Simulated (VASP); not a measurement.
A run of VASP 6.6.1 is set up as follows.

File INCAR:

```
ALGO     = Normal         # electronic algorithm
EDIFF    = 1E-7           # SCF threshold, eV
EDIFFG   = -0.002         # ionic threshold
ENCUT    = 450            # plane-wave cutoff, eV
GGA      = PS             # functional
GGA_COMPAT= False        
IBRION   = 2              # ionic algorithm
ISIF     = 2              # what is computed and relaxed
ISMEAR   = 0              # smearing method
LASPH    = True           # aspherical terms in the spheres
LCHARG   = False          # write CHGCAR
LREAL    = False          # projectors in reciprocal space
LWAVE    = False          # write WAVECAR
NELM     = 120            # most SCF steps
NELMIN   = 4            
NSW      = 60             # ionic steps
PREC     = Accurate       # precision mode
SIGMA    = 0.02           # smearing width, eV
```

KPOINTS

```
k-points
0
Gamma
  10 10 10
```

The input POSCAR:

```
BP
1.0
    0.0000000000      2.1719893105      2.3013877797
    2.1719893105      0.0000000000      2.3013877797
    2.1719893105      2.1719893105      0.0000000000
B P
1 1
Direct
    0.0000000000      0.0000000000      0.0000000000
    0.2500000000      0.2500000000      0.2500000000
```

Potentials or basis: VASP PAW PBE potentials, release 64 (B, P).

Run with:

```bash
$ cat potpaw_PBE.64/B/POTCAR potpaw_PBE.64/P/POTCAR > POTCAR
$ mpirun -np 1 vasp_std > vasp.out
```

Problem. Estimate the band gap on the k mesh.

Solution. 0.58 eV (least direct gap 3.18 eV).

Final structure:
```yaml
crystal:
  lattice:
    - [0.00000, 2.17199, 2.30139]
    - [2.17199, 0.00000, 2.30139]
    - [2.17199, 2.17199, 0.00000]
  atoms:
    - { symbol: B, position: [0.00000, 0.00000, 0.00000] }
    - { symbol: P, position: [0.25000, 0.25000, 0.25000] }
```

Caveat: the cell differs from its parent crystal (strained cell); the relaxation stopped at its first step, so nothing moved. A k mesh can miss the band edges.
